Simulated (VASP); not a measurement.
**Rb: single point with PBE**

The system is Rb.

```
Rb
1.0
     5.74000    0.00000    0.00000
     0.00000    4.64000    0.00000
     0.00000    0.00000   12.38000
Rb
4
Direct
  0.04700 0.25000 0.89300
  0.45300 0.75000 0.39300
  0.54700 0.25000 0.60700
  0.95300 0.75000 0.10700
```

| Property | Result |
| --- | --- |
| Program | VASP 6.6.1 |
| Task | single point |
| Functional | PBE |
| Potentials or basis | VASP PAW PBE potentials, release 64 (Rb_sv) |
| Cutoff | 520 eV |
| k mesh | 6 × 7 × 3 |
| Occupations | fermi-dirac, width 0.08 eV |
| Spin | no spin polarisation |
| Dipole correction | no |
| Further INCAR settings | ALGO = Normal; EDIFF = 1e-06; NBANDS = 26 |

```yaml
Pressure: 1.1 GPa
Largest_force: 0.766 eV/Å
Band_gap_on_the_k_mesh: zero (bands 18 and 19 overlap by 1.41 eV)
```

Forces in eV/Å, atoms in the order of the input:
```
Rb   0.202  0.000 -0.739
Rb  -0.202  0.000 -0.739
Rb   0.202  0.000  0.739
Rb  -0.202  0.000  0.739
```

Stress tensor (GPa, compression positive):
```
-0.57  0.00  0.00
 0.00  1.86  0.00
 0.00  0.00  2.08
```

Levels at points of the mesh, in eV from the Fermi level:
| k point | band 15 | band 16 | band 17 | band 18 | band 19 | band 20 | band 21 | band 22 |
| --- | --- | --- | --- | --- | --- | --- | --- | --- |
| (0.00, 0.00, 0.00) | -13.24 | -13.22 | -2.12 | -1.00 | -0.86 | 0.74 | 1.32 | 1.42 |
| (0.50, 0.00, 0.00) | -13.24 | -13.24 | -0.86 | -0.86 | 0.10 | 0.10 | 0.30 | 0.30 |

It took 2.1 min on 1 thread of Intel(R) Xeon(R) Platinum 8488C (Sapphire Rapids) (shared host), peak memory 0.52 GiB.
